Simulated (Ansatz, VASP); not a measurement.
One calculation of MoS2, two programs

The input POSCAR:

```
MoS2
1.0
    3.1603447200      0.0000000000      0.0000000000
   -1.5801723600      2.7369343200      0.0000000000
    0.0000000000      0.0000000000     12.2903402700
Mo S
2 4
Direct
    0.3333000000      0.6667000000      0.2500000000
    0.6666000000      0.3333000000      0.7500000000
    0.3333000000      0.6667000000      0.6230000000
    0.6666000000      0.3333000000      0.1230000000
    0.3333000000      0.6667000000      0.8770000000
    0.6667000000      0.3334000000      0.3770000000
```

Contents of INCAR.step1:

```
SYSTEM = MoS2
PREC     = Accurate       ! precision mode
ENCUT    = 520            ! plane-wave cutoff, eV
ISMEAR   = 0              ! smearing method
SIGMA    = 0.0184         ! smearing width, eV
LREAL    = .False.        ! projectors in reciprocal space
LASPH    = .True.         ! aspherical terms in the spheres
NELM     = 80             ! most SCF steps
NBANDS   = 35             ! bands
GGA      = PE             ! functional
ALGO     = Normal         ! electronic algorithm
EDIFF    = 1E-4           ! SCF threshold, eV
LWAVE    = .True.         ! write WAVECAR
LCHARG   = .False.        ! write CHGCAR
```

The input INCAR.step2:

```
SYSTEM = MoS2
PREC     = Accurate       ! precision mode
ENCUT    = 520            ! plane-wave cutoff, eV
EDIFF    = 1E-6           ! SCF threshold, eV
ISMEAR   = 0              ! smearing method
SIGMA    = 0.0184         ! smearing width, eV
LREAL    = .False.        ! projectors in reciprocal space
LASPH    = .True.         ! aspherical terms in the spheres
NELM     = 80             ! most SCF steps
ALGO     = Normal         ! electronic algorithm
ISIF     = 2              ! what is computed and relaxed
LWAVE    = .False.        ! write WAVECAR
LCHARG   = .False.        ! write CHGCAR
METAGGA  = R2SCAN         ! meta-GGA
LMIXTAU  = .True.       
NBANDS   = 35             ! bands
ISTART   = 1
```

File KPOINTS:

```
regular mesh
0
Gamma
  9 9 2
  0 0 0
```

Input for Ansatz:

```yaml
crystal:
  lattice:
    - [3.16034472, 0.0, 0.0]
    - [-1.58017236, 2.73693432, 0.0]
    - [0.0, 0.0, 12.29034027]
  atoms:
    - { symbol: Mo, position: [0.3333, 0.6667, 0.25] }
    - { symbol: Mo, position: [0.6666, 0.3333, 0.75] }
    - { symbol: S, position: [0.3333, 0.6667, 0.623] }
    - { symbol: S, position: [0.6666, 0.3333, 0.123] }
    - { symbol: S, position: [0.3333, 0.6667, 0.877] }
    - { symbol: S, position: [0.6667, 0.3334, 0.377] }
  symmetry: { tolerance: 0.0003 }
kpoints:
  mp_grid: { grid: [9, 9, 2], shift: [0, 0, 0] }
  band_path:
    path:
      - [0.0, 0.0, 0.0]
      - [0.50000031, -4.1e-07, 0.0]
      - [0.33333354, 0.33333272, 0.0]
      - [0.0, 0.0, 0.0]
      - [0.0, 0.0, 0.5]
      - [0.50000031, -4.1e-07, 0.5]
      - [0.33333354, 0.33333272, 0.5]
      - [0.0, 0.0, 0.5]
      - [0.50000031, -4.1e-07, 0.5]
      - [0.50000031, -4.1e-07, 0.0]
      - [0.33333354, 0.33333272, 0.5]
    npoints: 6
magnetization:
  spin_polarized: false
scf:
  occupations: { method: gaussian, width: 0.0184 }
  lower_state_search: "off"
  max_iter: 200
hamiltonian:
  pseudopotentials: { kind: paw }
  xc: r2scan
basis:
  ecutwfc: 500
  fft_grid_basis: typed
output:
  forces: true
  stress: true
  eigenvalues: true
  bader: true
  populations: true
  elf: true
  write_potential: true
  volumetric_format: npy
  dos:
    e_range: [-12, 8]
    de: 0.05
    projected: { site_lists: { Mo: [Mo], S: [S] } }
checkpoint:
  read: saved_state
```

Alike in both runs: task single point; functional r2SCAN; k mesh 9 × 9 × 2; occupations gaussian, width 0.0184 eV; no spin polarisation.

```csv
,VASP,Ansatz
version,VASP 6.6.1,Ansatz 0.2.0
potentials or method,"VASP PAW PBE potentials, release 64 (Mo_sv, S), cutoff 520 eV",PAW plane waves
valence electrons in the cell,52,52
```

Ansatz gave:

| Property | Result |
| --- | --- |
| gap on the k mesh at the Fermi level (eV) | 1.06 |
| pressure (GPa) | 2.1 |
| traceless stress, the component that is largest in VASP (GPa) | -0.71 |
| rms of the force components (eV/Å) | 0.052 |

What did VASP give for the same quantities?

gap on the k mesh at the Fermi level (eV): 1.07; pressure (GPa): 2.1; traceless stress, the component that is largest in VASP (GPa): -0.76; rms of the force components (eV/Å): 0.050.

VASP's potentials were made for PBE, not for r2SCAN. Atom by atom the forces differ by 0.002 eV/Å (rms over components). With one functional, cell and mesh, what is left measures potentials, basis and numerics. Ansatz's warnings: structure snapped to symmetry.
